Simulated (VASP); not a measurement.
# TaN in VASP: further runs

The runs below take TaN through single point, with PBEsol.

Program: VASP 6.6.1. These are calculated values, not measurements. Logs are shortened: lines on timing, memory, paths and dates and some standing lists are left out, and cuts for length are marked.

### 1 The cell of the first run

Symmetry: P-6m2, No. 187, hexagonal system. Conventional cell: a = 2.938 Å, b = 2.938 Å, c = 2.883 Å, α = 90.00°, β = 90.00°, γ = 120.00°. Ta (site symmetry -6m2) has 6 N at 2.23 Å and 2 Ta at 2.88 Å within 2.9 Å. Within 2.9 Å of N (site symmetry -6m2) lie 6 Ta at 2.23 Å and 2 N at 2.88 Å.

### 2 Single point, PBEsol

File INCAR:

```
PREC = Accurate
ENCUT = 600
EDIFF = 1E-6
ISMEAR = 0
SIGMA = 0.02
LREAL = F
LASPH = T
NELM = 120
ALGO = Normal
ISIF = 2
LWAVE = F
LCHARG = F
GGA = PS
NBANDS = 15
GGA_COMPAT = F
```

File KPOINTS:

```
regular mesh
0
Gamma
  16 16 14
```

File POSCAR:

```
TaN
1.0
    2.9380000000      0.0000000000      0.0000000000
   -1.4690000000      2.5443826363      0.0000000000
    0.0000000000      0.0000000000      2.8830000000
Ta N
1 1
Direct
    0.0000000000      0.0000000000      0.5000000000
    0.6666666667      0.3333333333      0.0000000000
```

Potentials or basis: VASP PAW PBE potentials, release 64 (Ta_pv, N).

Command:

```
$ cat potpaw_PBE.64/Ta_pv/POTCAR potpaw_PBE.64/N/POTCAR > POTCAR
$ mpirun -np 1 vasp_std > vasp.out
```

OUTCAR:

```text
PREC = Accurate
   ENCUT = 600
   EDIFF = 1E-6
   ISMEAR = 0
   LREAL = F
   LASPH = T
   NELM = 120
   ISIF = 2
   GGA = PS

 ion  position               nearest neighbor table
   1  0.000  0.000  0.500-   2 2.23   2 2.23   2 2.23   2 2.23   2 2.23   2 2.23
   2  0.667  0.333  0.000-   1 2.23   1 2.23   1 2.23   1 2.23   1 2.23   1 2.23

  LATTYP: Found a hexagonal cell.
 ALAT       =     2.9380000000
 C/A-ratio  =     0.9812797822

  Lattice vectors:

 A1 = (   2.9380000000,   0.0000000000,   0.0000000000)
 A2 = (  -1.4690000000,   2.5443826363,   0.0000000000)
 A3 = (   0.0000000000,   0.0000000000,   2.8830000000)

Analysis of symmetry for initial positions (statically):
=====================================================================
 Subroutine PRICEL returns:
 Original cell was already a primitive cell.

 Routine SETGRP: Setting up the symmetry group for a
 hexagonal supercell.

 Subroutine GETGRP returns: Found 12 space group operations
 (whereof 12 operations were pure point group operations)
 out of a pool of 24 trial point group operations.

The static configuration has the point symmetry D_3h.

Analysis of symmetry for dynamics (positions and initial velocities):
=====================================================================
 Subroutine PRICEL returns:
 Original cell was already a primitive cell.

 Routine SETGRP: Setting up the symmetry group for a
 hexagonal supercell.

 Subroutine GETGRP returns: Found 12 space group operations
 (whereof 12 operations were pure point group operations)
 out of a pool of 24 trial point group operations.

The dynamic configuration has the point symmetry D_3h.

 Subroutine INISYM returns: Found 12 space group operations
 (whereof 12 operations are pure point group operations),
 and found     1 'primitive' translations

----------------------------------------------------------------------------------------

                                     Primitive cell

  volume of cell :      21.5516

  direct lattice vectors                    reciprocal lattice vectors
     2.938000000  0.000000000  0.000000000     0.340367597  0.196511324  0.000000000
    -1.469000000  2.544382636  0.000000000     0.000000000  0.393022648  0.000000000
     0.000000000  0.000000000  2.883000000     0.000000000  0.000000000  0.346860909

  length of vectors
     2.938000000  2.938000000  2.883000000     0.393022648  0.393022648  0.346860909

  position of ions in fractional coordinates (direct lattice)
     0.000000000  0.000000000  0.500000000
     0.666666667  0.333333333  0.000000000

  ion indices of the primitive-cell ions
   primitive index   ion index
                 1           1
                 2           2

----------------------------------------------------------------------------------------

 KPOINTS: regular mesh

Automatic generation of k-mesh.
 Grid dimensions read from file:
 generate k-points for:   16   16   14

 Generating k-lattice:

  Cartesian coordinates                     Fractional coordinates (reciprocal lattice)
     0.021272975  0.012281958  0.000000000     0.062500000  0.000000000  0.000000000
     0.000000000  0.024563915  0.000000000     0.000000000  0.062500000  0.000000000
     0.000000000  0.000000000  0.024775779     0.000000000  0.000000000  0.071428571

  Length of vectors
     0.024563915  0.024563915  0.024775779

  Shift w.r.t. Gamma in fractional coordinates (k-lattice)
     0.000000000  0.000000000  0.000000000

 Subroutine IBZKPT returns following result:
 ===========================================

 Found    240 irreducible k-points:

 Following reciprocal coordinates:
            Coordinates               Weight
  0.000000  0.000000  0.000000      1.000000
  0.062500  0.000000  0.000000      6.000000
  0.125000  0.000000  0.000000      6.000000
  0.187500 -0.000000  0.000000      6.000000
  0.250000  0.000000  0.000000      6.000000
  0.312500 -0.000000  0.000000      6.000000
[... 16 lines left out ...]
  0.187500  0.187500  0.000000      6.000000
  0.250000  0.187500  0.000000     12.000000
 [... further k-points ...]
   k-points           NKPTS =    240   k-points in BZ     NKDIM =    240   number of bands    NBANDS=     15
   number of dos      NEDOS =    301   number of ions     NIONS =      2
   total plane-waves  NPLWV =  13824
   dimension x,y,z NGX =    24 NGY =   24 NGZ =   24
   dimension x,y,z NGXF=    48 NGYF=   48 NGZF=   48
   ions per type =               1   1
   NGX,Y,Z   is equivalent  to a cutoff of  13.58, 13.58, 13.84 a.u.
   NGXF,Y,Z  is equivalent  to a cutoff of  27.16, 27.16, 27.68 a.u.
 SYSTEM =  unknown system
   PREC   = accura    normal or accurate (medium, high low for compatibility)
   ISTART =      0    job   : 0-new  1-cont  2-samecut
   ICHARG =      2    charge: 1-file 2-atom 10-const
   ISPIN  =      1    spin polarized calculation?
   LNONCOLLINEAR =      F non collinear calculations
   LSORBIT =      F    spin-orbit coupling
   LASPH  =      T    aspherical Exc in radial PAW
   ENCUT  =  600.0 eV  44.10 Ry    6.64 a.u.   5.87  5.87  5.76*2*pi/ulx,y,z
   NELM   =    120;   NELMIN=  2; NELMDL= -5     # of ELM steps
   EDIFF  = 0.1E-05   stopping-criterion for ELM
   LREAL  =      F    real-space projection
   EDIFFG = 0.1E-04   stopping-criterion for IOM
   NSW    =      0    number of steps for IOM
   IBRION =     -1    ionic relax: 0-MD 1-quasi-New 2-CG
   NFREE  =      0    steps in history (QN), initial steepest desc. (CG)
   ISIF   =      2    stress and relaxation
   ISYM   =      2    0-nonsym 1-usesym 2-fastsym
   POTIM  = 0.5000    time-step for ionic-motion
   TEBEG  =    0.0;   TEEND  =   0.0 temperature during run
   PSTRESS=    0.0 pullay stress
   NELECT =      16.0000    total number of electrons
   NUPDOWN=      -1.0000    fix difference up-down
   EMIN   =  10.00;   EMAX   =-10.00  energy-range for DOS
   EFERMI =   0.00;   METHOD = LEGACY
   ISMEAR =     0;   SIGMA  =   0.02  broadening in eV -4-tet -1-fermi 0-gaus
   EFERMI_NEDOS =   21; number of points for ismear=-14 and -15
   IALGO  =     38    algorithm
   IMIX   =      4    mixing-type and parameters
     AMIX     =   0.40;   BMIX     =  1.00
     AMIX_MAG =   1.60;   BMIX_MAG =  1.00
  volume/ion in A,a.u.               =      10.78        72.72
  Fermi-wavevector in a.u.,A,eV,Ry     =   1.482365  2.801264 29.897531  2.197407
  Thomas-Fermi vector in A             =   2.596160
   LORBIT       =      0    0 simple, 1 ext, 2 COOP (PROOUT), +10 PAW based schemes
   GGA     = PS    functional components
   LHFCALC =     F    Hartree Fock is set to
   AEXX    =    0.0000 exact exchange contribution
   IVDW    =     0    specifies the selected vdW correction
   LEPSILON=     F    determine dielectric tensor
   LRPA    =     F    only Hartree local field effects (RPA)
 non-spin polarized calculation
 Gauss-broadening in eV      SIGMA  =   0.02
  energy-cutoff  :      600.00
  volume of cell :       21.55
 maximum number of plane-waves:       734
 NGX is ok and might be reduce to    24
   NGX = 11   NGY = 11   NGZ = 11

 number of electron      16.0000001 magnetization

 Free energy of the ion-electron system (eV)
  ---------------------------------------------------
  ext. energy  EPLUGINS =         0.00000000
  ---------------------------------------------------
  free energy    TOTEN  =       -23.80493440 eV

  energy without entropy =      -23.80492106  energy(sigma->0) =      -23.80492773

 E-fermi :   8.1121     XC(G=0): -13.5052

 val. band max:        8.0760689233   @ k =   0.3125   0.3125   0.0000
 cond. band min:       8.1257570554   @ k =   0.0625   0.0000   0.5000
 fundamental gap:      0.0496881321
 Fermi energy:         8.1120865621

 k-point     1 :       0.0000    0.0000    0.0000
  band No.  band energies     occupation
      1     -26.6871      2.00000
      2     -26.4213      2.00000
      3     -26.4213      2.00000
      4      -9.6443      2.00000
      5       3.5295      2.00000
      6       3.5295      2.00000
      7       3.8660      2.00000
      8       5.1834      2.00000
      9      10.3076      0.00000
     10      11.6904      0.00000
     11      11.6904      0.00000
     12      12.0710      0.00000
     13      12.0710      0.00000
     14      21.0984      0.00000
     15      21.5288      0.00000

 k-point     2 :       0.0625    0.0000    0.0000
  band No.  band energies     occupation
      1     -26.6817      2.00000
      2     -26.4644      2.00000
      3     -26.4305      2.00000
      4      -9.5618      2.00000
      5       3.2681      2.00000
      6       3.5920      2.00000
      7       3.9914      2.00000
      8       5.0634      2.00000
      9      10.6111      0.00000
     10      11.5141      0.00000
     11      11.7017      0.00000
     12      12.0286      0.00000
     13      12.1835      0.00000
     14      21.0900      0.00000
     15      21.5228      0.00000

 k-point     3 :       0.1250    0.0000    0.0000
  band No.  band energies     occupation
      1     -26.6661      2.00000
      2     -26.5854      2.00000
      3     -26.4564      2.00000
      4      -9.3255      2.00000
      5       2.6705      2.00000
      6       3.7676      2.00000
      7       4.2820      2.00000
      8       4.7451      2.00000
      9      10.9932      0.00000
     10      11.4602      0.00000
     11      11.7500      0.00000
     12      11.9102      0.00000
     13      12.4663      0.00000
     14      21.0647      0.00000
     15      21.5096      0.00000

 k-point     4 :       0.1875   -0.0000    0.0000
  band No.  band energies     occupation
      1     -26.7619      2.00000
      2     -26.6428      2.00000
      3     -26.4951      2.00000
      4      -8.9676      2.00000
      5       1.9497      2.00000
      6       4.0220      2.00000
      7       4.3191      2.00000
      8       4.6567      2.00000
      9      10.5178      0.00000
     10      11.7390      0.00000
     11      11.8716      0.00000
     12      12.4158      0.00000
     13      12.7985      0.00000
     14      21.0728      0.00000
     15      21.5017      0.00000
[... 307 lines left out ...]
 k-point    22 :       0.4375    0.1250    0.0000
  band No.  band energies     occupation
      1     -27.4131      2.00000
      2     -26.7569      2.00000
      3     -26.5372      2.00000
      4      -7.2068      2.00000
      5      -0.0445      2.00000
      6       2.9133      2.00000
      7       3.6528      2.00000
      8       5.9685      2.00000
      9      10.2011      0.00000
     10      11.5228      0.00000
     11      12.1568      0.00000
     12      14.3181      0.00000
     13      17.4482      0.00000
     14      19.6952      0.00000
     15      21.4826      0.00000

 k-point    23 :       0.1875    0.1875    0.0000
  band No.  band energies     occupation
      1     -27.1286      2.00000
      2     -26.6765      2.00000
      3     -26.5811      2.00000
      4      -7.9701      2.00000
      5       0.7322      2.00000
      6       3.4450      2.00000
      7       3.9256      2.00000
      8       5.7723      2.00000
      9       9.5052      0.00000
     10      10.6083      0.00000
     11      12.8725      0.00000
     12      14.0993      0.00000
     13      14.7605      0.00000
     14      21.4052      0.00000
     15      21.7236      0.00000

 k-point    24 :       0.2500    0.1875    0.0000
  band No.  band energies     occupation
      1     -27.2348      2.00000
      2     -26.7580      2.00000
      3     -26.5592      2.00000
      4      -7.5922      2.00000
      5       0.4383      2.00000
      6       3.1992      2.00000
      7       3.6253      2.00000
      8       6.2647      2.00000
      9       9.4502      0.00000
     10      10.1804      0.00000
     11      12.9468      0.00000
     12      14.5214      0.00000
     13      15.9531      0.00000
     14      21.3963      0.00000
     15      21.8024      0.00000

 [... further k-points ...]
[... 5 lines left out ...]
  --------------------------------------------------------------------------------------
  -------------------------------------------------------------------------------------
  Total       -0.5620859     -0.5620859     -0.5729023      0.0000000     -0.0000000      0.0000000
  in kB      -41.7863478    -41.7863478    -42.5904549      0.0000000     -0.0000000      0.0000000
  external PRESSURE =     -42.0543835 kB  Pullay stress =       0.0000000 kB

 VOLUME and BASIS-vectors are now :
 -----------------------------------------------------------------------------
  energy-cutoff  :      600.00
  volume of cell :       21.55
      direct lattice vectors                 reciprocal lattice vectors
     2.938000000  0.000000000  0.000000000     0.340367597  0.196511324  0.000000000
    -1.469000000  2.544382636  0.000000000     0.000000000  0.393022648  0.000000000
     0.000000000  0.000000000  2.883000000     0.000000000  0.000000000  0.346860909

 POSITION                                       TOTAL-FORCE (eV/Angst)
 -----------------------------------------------------------------------------------
      0.00000      0.00000      1.44150         0.000000      0.000000      0.000000
      1.46900      0.84813      0.00000        -0.000000     -0.000000      0.000000
 -----------------------------------------------------------------------------------
    total drift:                               -0.000000      0.000000      0.000000

  FREE ENERGIE OF THE ION-ELECTRON SYSTEM (eV)
  ---------------------------------------------------
  free  energy   TOTEN  =       -23.8049344035 eV

  energy  without entropy=      -23.8049210594  energy(sigma->0) =      -23.80492773
```

Wall time 92 s (1 thread of Intel Xeon 8259CL, shared host); peak memory 0.22 GiB.

What came out:

| Item | Value |
| --- | --- |
| Free energy | -23.8049 eV |
| Pressure | -4.2 GPa |
| Band gap on the k mesh | zero (band 8 reaches 8.33 eV, above the bottom of band 9 at 7.99 eV) |

Caveat: the PAW data sets were made with another functional, which shifts forces and pressure a little; spin-orbit coupling is left out, which moves the levels of the heavy elements.

[end of part 1 of 2]
